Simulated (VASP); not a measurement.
# Ni (Im-3m) in VASP: notebook

The runs below take Ni through density of states, with PBE.

All numbers are computed with VASP 6.6.1; they aren't measurements. Logs are shortened: lines on timing, memory, paths and dates and some standing lists are left out, and cuts for length are marked.

## Step 1: The cell of the first run

The structure is cubic, space group Im-3m (No. 229). Conventional cell: a = 2.060 Å, b = 2.060 Å, c = 2.060 Å, α = 90.00°, β = 90.00°, γ = 90.00°. Within 2.4 Å of Ni (site symmetry m-3m) lie 14 Ni at 1.78 to 2.06 Å.

## Step 2: Density of states, PBE (volume scaled by 0.4)

POSCAR

```
Ni
1.0
   -1.0298799766      1.0298799766      1.0298799766
    1.0298799766     -1.0298799766      1.0298799766
    1.0298799766      1.0298799766     -1.0298799766
Ni
1
Direct
    0.0000000000      0.0000000000      0.0000000000
```

INCAR.step1

```
PREC = Accurate
ENCUT = 520
EDIFF = 1E-6
ISMEAR = -1
SIGMA = 0.1
LREAL = False
LASPH = True
NELM = 80
ALGO = Normal
ISIF = 2
LWAVE = False
LCHARG = True
LMAXMIX = 4
GGA = PE
NBANDS = 11
```

KPOINTS.step1

```
regular mesh
0
Gamma
  21 21 21
```

INCAR.step2

```
PREC = Accurate
ENCUT = 520
EDIFF = 1E-6
ISMEAR = -5
SIGMA = 0.1
LREAL = False
LASPH = True
NELM = 80
ALGO = Normal
ISIF = 2
LWAVE = False
LCHARG = False
LMAXMIX = 4
GGA = PE
LORBIT = 11
NBANDS = 11
NEDOS = 2001
ICHARG = 11
```

KPOINTS.step2

```
regular mesh
0
Gamma
  32 32 32
```

Potentials or basis: VASP PAW PBE potentials, release 64 (Ni).

Command:

```bash
$ cat potpaw_PBE.64/Ni/POTCAR > POTCAR
$ cp INCAR.step1 INCAR
$ cp KPOINTS.step1 KPOINTS
$ mpirun -np 1 vasp_std > vasp.out
$ cp INCAR.step2 INCAR
$ cp KPOINTS.step2 KPOINTS
$ mpirun -np 1 vasp_std > vasp.out
```

OUTCAR:

```text
PREC = Accurate
   ENCUT = 520
   EDIFF = 1E-6
   ISMEAR = -5
   LREAL = False
   LASPH = True
   NELM = 80
   ISIF = 2
   GGA = PE
   LORBIT = 11
   ICHARG = 11

 ion  position               nearest neighbor table
   1  0.000  0.000  0.000-

  LATTYP: Found a body centered cubic cell.
 ALAT       =     2.0597599532

  Lattice vectors:

 A1 = (  -1.0298799766,   1.0298799766,   1.0298799766)
 A2 = (   1.0298799766,  -1.0298799766,   1.0298799766)
 A3 = (   1.0298799766,   1.0298799766,  -1.0298799766)

Analysis of symmetry for initial positions (statically):
=====================================================================
 Subroutine PRICEL returns:
 Original cell was already a primitive cell.

 Routine SETGRP: Setting up the symmetry group for a
 body centered cubic supercell.

 Subroutine GETGRP returns: Found 48 space group operations
 (whereof 48 operations were pure point group operations)
 out of a pool of 48 trial point group operations.

The static configuration has the point symmetry O_h .

Analysis of symmetry for dynamics (positions and initial velocities):
=====================================================================
 Subroutine PRICEL returns:
 Original cell was already a primitive cell.

 Routine SETGRP: Setting up the symmetry group for a
 body centered cubic supercell.

 Subroutine GETGRP returns: Found 48 space group operations
 (whereof 48 operations were pure point group operations)
 out of a pool of 48 trial point group operations.

The dynamic configuration has the point symmetry O_h .

 Subroutine INISYM returns: Found 48 space group operations
 (whereof 48 operations are pure point group operations),
 and found     1 'primitive' translations

----------------------------------------------------------------------------------------

                                     Primitive cell

  volume of cell :       4.3694

  direct lattice vectors                    reciprocal lattice vectors
    -1.029879977  1.029879977  1.029879977     0.000000000  0.485493467  0.485493467
     1.029879977 -1.029879977  1.029879977     0.485493467  0.000000000  0.485493467
     1.029879977  1.029879977 -1.029879977     0.485493467  0.485493467  0.000000000

  length of vectors
     1.783804445  1.783804445  1.783804445     0.686591445  0.686591445  0.686591445

  position of ions in fractional coordinates (direct lattice)
     0.000000000  0.000000000  0.000000000

  ion indices of the primitive-cell ions
   primitive index   ion index
                 1           1

----------------------------------------------------------------------------------------

 KPOINTS: regular mesh

Automatic generation of k-mesh.
 Grid dimensions read from file:
 generate k-points for:   32   32   32

 Generating k-lattice:

  Cartesian coordinates                     Fractional coordinates (reciprocal lattice)
     0.000000000  0.015171671  0.015171671     0.031250000  0.000000000  0.000000000
     0.015171671  0.000000000  0.015171671     0.000000000  0.031250000  0.000000000
     0.015171671  0.015171671  0.000000000     0.000000000  0.000000000  0.031250000

  Length of vectors
     0.021455983  0.021455983  0.021455983

  Shift w.r.t. Gamma in fractional coordinates (k-lattice)
     0.000000000  0.000000000  0.000000000

 TETIRR: Found  39615 inequivalent tetrahedra from   196608

 Subroutine IBZKPT returns following result:
 ===========================================

 Found    897 irreducible k-points:

 Following reciprocal coordinates:
            Coordinates               Weight
  0.000000  0.000000  0.000000      1.000000
  0.031250  0.000000  0.000000     12.000000
  0.062500  0.000000  0.000000     12.000000
  0.093750  0.000000  0.000000     12.000000
  0.125000  0.000000  0.000000     12.000000
  0.156250  0.000000  0.000000     12.000000
[... 16 lines left out ...]
  0.187500  0.031250  0.000000     48.000000
  0.218750  0.031250 -0.000000     48.000000
 [... further k-points ...]
   k-points           NKPTS =    897   k-points in BZ     NKDIM =    897   number of bands    NBANDS=     11
   number of dos      NEDOS =   2001   number of ions     NIONS =      1
   total plane-waves  NPLWV =   2744
   dimension x,y,z NGX =    14 NGY =   14 NGZ =   14
   dimension x,y,z NGXF=    28 NGYF=   28 NGZF=   28
   ions per type =               1
   NGX,Y,Z   is equivalent  to a cutoff of  13.05, 13.05, 13.05 a.u.
   NGXF,Y,Z  is equivalent  to a cutoff of  26.10, 26.10, 26.10 a.u.
 SYSTEM =  unknown system
   PREC   = accura    normal or accurate (medium, high low for compatibility)
   ISTART =      0    job   : 0-new  1-cont  2-samecut
   ICHARG =     11    charge: 1-file 2-atom 10-const
   ISPIN  =      1    spin polarized calculation?
   LNONCOLLINEAR =      F non collinear calculations
   LSORBIT =      F    spin-orbit coupling
   LASPH  =      T    aspherical Exc in radial PAW
   ENCUT  =  520.0 eV  38.22 Ry    6.18 a.u.   3.32  3.32  3.32*2*pi/ulx,y,z
   NELM   =     80;   NELMIN=  2; NELMDL=  0     # of ELM steps
   EDIFF  = 0.1E-05   stopping-criterion for ELM
   LREAL  =      F    real-space projection
   EDIFFG = 0.1E-04   stopping-criterion for IOM
   NSW    =      0    number of steps for IOM
   IBRION =     -1    ionic relax: 0-MD 1-quasi-New 2-CG
   NFREE  =      0    steps in history (QN), initial steepest desc. (CG)
   ISIF   =      2    stress and relaxation
   ISYM   =      2    0-nonsym 1-usesym 2-fastsym
   POTIM  = 0.5000    time-step for ionic-motion
   TEBEG  =    0.0;   TEEND  =   0.0 temperature during run
   PSTRESS=    0.0 pullay stress
   NELECT =      10.0000    total number of electrons
   NUPDOWN=      -1.0000    fix difference up-down
   EMIN   =  10.00;   EMAX   =-10.00  energy-range for DOS
   EFERMI =   0.00;   METHOD = LEGACY
   ISMEAR =    -5;   SIGMA  =   0.10  broadening in eV -4-tet -1-fermi 0-gaus
   EFERMI_NEDOS =   21; number of points for ismear=-14 and -15
   IALGO  =     38    algorithm
   IMIX   =      4    mixing-type and parameters
     AMIX     =   0.40;   BMIX     =  1.00
     AMIX_MAG =   1.60;   BMIX_MAG =  1.00
  volume/ion in A,a.u.               =       4.37        29.49
  Fermi-wavevector in a.u.,A,eV,Ry     =   2.157421  4.076934 63.327841  4.654465
  Thomas-Fermi vector in A             =   3.131997
   LORBIT       =     11    0 simple, 1 ext, 2 COOP (PROOUT), +10 PAW based schemes
   GGA     = PE    functional components
   LHFCALC =     F    Hartree Fock is set to
   AEXX    =    0.0000 exact exchange contribution
   IVDW    =     0    specifies the selected vdW correction
   LEPSILON=     F    determine dielectric tensor
   LRPA    =     F    only Hartree local field effects (RPA)
 non-spin polarized calculation
 Fermi weights with tetrahedron method with Bloechl corrections
  energy-cutoff  :      520.00
  volume of cell :        4.37
 maximum number of plane-waves:       135
 NGX is ok and might be reduce to    14

 number of electron       9.9999987 magnetization

 Free energy of the ion-electron system (eV)
  ---------------------------------------------------
  ext. energy  EPLUGINS =         0.00000000
  ---------------------------------------------------
  free energy    TOTEN  =         8.04696879 eV

  energy without entropy =        8.04696879  energy(sigma->0) =        8.04696879

 E-fermi :  31.1433     XC(G=0): -19.5991

 val. band max:       31.1498742656   @ k =  -0.3750   0.4687   0.1875
 cond. band min:      31.0886326489   @ k =  -0.3750   0.3750   0.0312
 fundamental gap:     -0.0612416167
 Fermi energy:        31.1433175422

 k-point     1 :       0.0000    0.0000    0.0000
  band No.  band energies     occupation
      1      15.0096      2.00000
      2      24.1433      2.00000
      3      24.1433      2.00000
      4      24.1433      2.00000
      5      28.5910      2.00000
      6      28.5910      2.00000
      7      65.2621      0.00000
      8      65.2621      0.00000
      9      65.2621      0.00000
     10      74.1130      0.00000
     11      82.2927      0.00000

 k-point     2 :       0.0312    0.0000    0.0000
  band No.  band energies     occupation
      1      15.0985      2.00000
      2      24.1011      2.00000
      3      24.1352      2.00000
      4      24.2095      2.00000
      5      28.5396      2.00000
      6      28.5941      2.00000
      7      65.1952      0.00000
      8      65.2737      0.00000
      9      65.3631      0.00000
     10      74.1097      0.00000
     11      81.9558      0.00000

 k-point     3 :       0.0625    0.0000    0.0000
  band No.  band energies     occupation
      1      15.3601      2.00000
      2      23.9774      2.00000
      3      24.1077      2.00000
      4      24.4069      2.00000
      5      28.3981      2.00000
      6      28.6041      2.00000
      7      64.9844      0.00000
      8      65.2910      0.00000
      9      65.6615      0.00000
     10      74.0994      0.00000
     11      81.0997      0.00000

 k-point     4 :       0.0938    0.0000    0.0000
  band No.  band energies     occupation
      1      15.7790      2.00000
      2      23.7795      2.00000
      3      24.0530      2.00000
      4      24.7314      2.00000
      5      28.2023      2.00000
      6      28.6225      2.00000
      7      64.6046      0.00000
      8      65.2629      0.00000
      9      66.1461      0.00000
     10      74.0988      0.00000
     11      80.1563      0.00000

 k-point     5 :       0.1250    0.0000    0.0000
  band No.  band energies     occupation
      1      16.3257      2.00000
      2      23.5185      2.00000
      3      23.9663      2.00000
      4      25.1760      2.00000
      5      28.0032      2.00000
      6      28.6514      2.00000
      7      64.0230      0.00000
      8      65.1101      0.00000
      9      66.7914      0.00000
     10      74.0769      0.00000
     11      79.4061      0.00000
[... 211 lines left out ...]
 k-point    21 :       0.1250    0.0312    0.0000
  band No.  band energies     occupation
      1      16.6907      2.00000
      2      23.3696      2.00000
      3      23.8436      2.00000
      4      25.5213      2.00000
      5      27.8726      2.00000
      6      28.7022      2.00000
      7      63.5804      0.00000
      8      65.0211      0.00000
      9      67.1306      0.00000
     10      74.0505      0.00000
     11      79.1303      0.00000

 k-point    22 :       0.1562    0.0312    0.0000
  band No.  band energies     occupation
      1      17.3252      2.00000
      2      23.0401      2.00000
      3      23.7437      2.00000
      4      26.1347      2.00000
      5      27.7550      2.00000
      6      28.7616      2.00000
      7      62.6835      0.00000
      8      64.5015      0.00000
      9      67.9574      0.00000
     10      74.0174      0.00000
     11      79.0412      0.00000

 k-point    23 :       0.1875    0.0312    0.0000
  band No.  band energies     occupation
      1      17.9038      2.00000
      2      22.6856      2.00000
      3      23.7366      2.00000
      4      26.8379      2.00000
      5      27.7280      2.00000
      6      28.8359      2.00000
      7      61.5603      0.00000
      8      63.7531      0.00000
      9      68.8662      0.00000
     10      73.9781      0.00000
     11      79.4329      0.00000

 k-point    24 :       0.2188    0.0313   -0.0000
  band No.  band energies     occupation
      1      18.2983      2.00000
      2      22.3218      2.00000
      3      23.9549      2.00000
      4      27.6014      2.00000
      5      27.8019      2.00000
      6      28.9256      2.00000
      7      60.2349      0.00000
      8      62.8328      0.00000
      9      69.8165      0.00000
     10      73.9482      0.00000
     11      79.4781      0.00000

 [... further k-points ...]
[... 5 lines left out ...]
  --------------------------------------------------------------------------------------
  -------------------------------------------------------------------------------------
  Total       41.6305181     41.6305181     41.6305181     -0.0000000     -0.0000000      0.0000000
  in kB    15265.2022922  15265.2022922  15265.2022922     -0.0000000     -0.0000000      0.0000000
  external PRESSURE =   15265.2022922 kB  Pullay stress =       0.0000000 kB

 VOLUME and BASIS-vectors are now :
 -----------------------------------------------------------------------------
  energy-cutoff  :      520.00
  volume of cell :        4.37
      direct lattice vectors                 reciprocal lattice vectors
    -1.029879977  1.029879977  1.029879977     0.000000000  0.485493467  0.485493467
     1.029879977 -1.029879977  1.029879977     0.485493467  0.000000000  0.485493467
     1.029879977  1.029879977 -1.029879977     0.485493467  0.485493467  0.000000000

 POSITION                                       TOTAL-FORCE (eV/Angst)
 -----------------------------------------------------------------------------------
      0.00000      0.00000      0.00000         0.000000     -0.000000     -0.000000
 -----------------------------------------------------------------------------------
    total drift:                               -0.000000     -0.000000      0.000000

  FREE ENERGIE OF THE ION-ELECTRON SYSTEM (eV)
  ---------------------------------------------------
  free  energy   TOTEN  =         8.0469687877 eV

  energy  without entropy=        8.0469687877  energy(sigma->0) =        8.04696879

 total charge

# of ion       s       p       d       tot
------------------------------------------
    1        1.170   1.950  10.010  13.130
```

Run time: 31 s. Hardware: 1 thread of Intel Xeon 6975P-C (Granite Rapids), shared host; peak memory 0.22 GiB.

Caveat: the cell differs from its parent crystal (volume scaled by 0.4); the run has no spin polarisation, though such a crystal can be magnetic; tetrahedron occupations give inexact forces and stress in metals. Spin polarisation is off, so any magnetic state and its effect on volume and gap are missing.

## Step 3: Density of states, PBE (volume scaled by 0.8)

POSCAR

```
Ni
1.0
   -1.2975674614      1.2975674614      1.2975674614
    1.2975674614     -1.2975674614      1.2975674614
    1.2975674614      1.2975674614     -1.2975674614
Ni
1
Direct
    0.0000000000      0.0000000000      0.0000000000
```

INCAR.step1

```
PREC     = Accurate       # precision mode
ENCUT    = 520            # plane-wave cutoff, eV
EDIFF    = 1E-7           # SCF threshold, eV
ISMEAR   = -1             # smearing method
SIGMA    = 0.1            # smearing width, eV
LREAL    = False          # projectors in reciprocal space
LASPH    = True           # aspherical terms in the spheres
NELM     = 80             # most SCF steps
ALGO     = Normal         # electronic algorithm
ISIF     = 2              # what is computed and relaxed
LWAVE    = False          # write WAVECAR
LCHARG   = True           # write CHGCAR
LMAXMIX  = 4              # l up to which the mixer works
GGA      = PE             # functional
NBANDS   = 11             # bands
```

KPOINTS.step1

```
Automatic mesh
0
Gamma
  21 21 21
```

INCAR.step2

```
PREC     = Accurate       # precision mode
ENCUT    = 520            # plane-wave cutoff, eV
EDIFF    = 1E-7           # SCF threshold, eV
ISMEAR   = -5             # smearing method
SIGMA    = 0.1            # smearing width, eV
LREAL    = False          # projectors in reciprocal space
LASPH    = True           # aspherical terms in the spheres
NELM     = 80             # most SCF steps
ALGO     = Normal         # electronic algorithm
ISIF     = 2              # what is computed and relaxed
LWAVE    = False          # write WAVECAR
LCHARG   = False          # write CHGCAR
LMAXMIX  = 4              # l up to which the mixer works
GGA      = PE             # functional
LORBIT   = 10             # projections on sites
NEDOS    = 2001           # points of the DOS
ICHARG   = 11             # starting density
```

KPOINTS.step2

```
Automatic mesh
0
Gamma
  32 32 32
```

Potentials or basis: VASP PAW PBE potentials, release 64 (Ni).

Command:

```bash
$ cat potpaw_PBE.64/Ni/POTCAR > POTCAR
$ cp INCAR.step1 INCAR
$ cp KPOINTS.step1 KPOINTS
$ mpirun -np 1 vasp_std > vasp.out
$ cp INCAR.step2 INCAR
$ cp KPOINTS.step2 KPOINTS
$ mpirun -np 1 vasp_std > vasp.out
```

Run time: 53 s. Hardware: 1 thread of Intel Xeon 6975P-C (Granite Rapids), shared host; peak memory 0.24 GiB.

It converged, with:

* Valence electrons inside the program's atomic spheres: Ni 9.80

Levels at points of the mesh, in eV from the Fermi level:
| k point | band 1 | band 2 | band 3 | band 4 | band 5 | band 6 | band 7 | band 8 | band 9 |
| --- | --- | --- | --- | --- | --- | --- | --- | --- | --- |
| (0.00, 0.00, 0.00) | -10.46 | -2.59 | -2.59 | -2.59 | -0.78 | -0.78 | 28.73 | 28.73 | 28.73 |
| (0.50, 0.00, 0.00) | -5.81 | -3.91 | -0.82 | -0.54 | 0.03 | 0.57 | 8.57 | 21.10 | 23.67 |
| (0.50, 0.50, 0.50) | -5.48 | -5.48 | 0.26 | 0.26 | 0.26 | 11.33 | 11.33 | 11.33 | 18.13 |

Caveat: the cell differs from its parent crystal (volume scaled by 0.8); the run has no spin polarisation, though such a crystal can be magnetic; tetrahedron occupations give inexact forces and stress in metals.

## Step 4: Density of states, PBE

This run uses another cell than the first one, of 10.92 Å³/atom, 2.500 times its volume.

POSCAR

```
Ni
1.0
   -1.3977621757      1.3977621757      1.3977621757
    1.3977621757     -1.3977621757      1.3977621757
    1.3977621757      1.3977621757     -1.3977621757
Ni
1
Direct
    0.0000000000      0.0000000000      0.0000000000
```

INCAR.step1

```
PREC = Accurate ; ENCUT = 520
EDIFF = 1E-6 ; ISMEAR = -1
SIGMA = 0.1 ; LREAL = F
LASPH = T ; NELM = 60
ALGO = Normal ; ISIF = 2
LWAVE = F ; LCHARG = T
LMAXMIX = 4 ; GGA = PE
NBANDS = 11
```

KPOINTS.step1 is that of step 3.

INCAR.step2

```
PREC = Accurate ; ENCUT = 520
EDIFF = 1E-6 ; ISMEAR = -5
SIGMA = 0.1 ; LREAL = F
LASPH = T ; NELM = 60
ALGO = Normal ; ISIF = 2
LWAVE = F ; LCHARG = F
LMAXMIX = 4 ; GGA = PE
LORBIT = 10 ; NEDOS = 2001
ICHARG = 11
```

KPOINTS.step2 is that of step 3.

Command:

```bash
$ cat potpaw_PBE.64/Ni/POTCAR > POTCAR
$ cp INCAR.step1 INCAR
$ cp KPOINTS.step1 KPOINTS
$ mpirun -np 1 vasp_std > vasp.out
$ cp INCAR.step2 INCAR
$ cp KPOINTS.step2 KPOINTS
$ mpirun -np 1 vasp_std > vasp.out
```

Run time: 57 s. Hardware: 1 thread of Intel Xeon 6975P-C (Granite Rapids), shared host; peak memory 0.26 GiB.

It converged, with:

```yaml
Valence_electrons_inside_the_program's_atomic_spheres: Ni 9.31
```

Levels at points of the mesh, in eV from the Fermi level:
```
           k point  band 3  band 4  band 5  band 6  band 7  band 8
(0.00, 0.00, 0.00)   -1.87   -1.87   -0.55   -0.55   26.45   26.45
(0.50, 0.00, 0.00)   -0.60   -0.39    0.35    0.40    6.70   19.13
(0.50, 0.50, 0.50)    0.18    0.18    0.18    9.86    9.86    9.86
```

Caveat: the run has no spin polarisation, though such a crystal can be magnetic; tetrahedron occupations give inexact forces and stress in metals. Spin polarisation is off, so any magnetic state and its effect on volume and gap are missing.
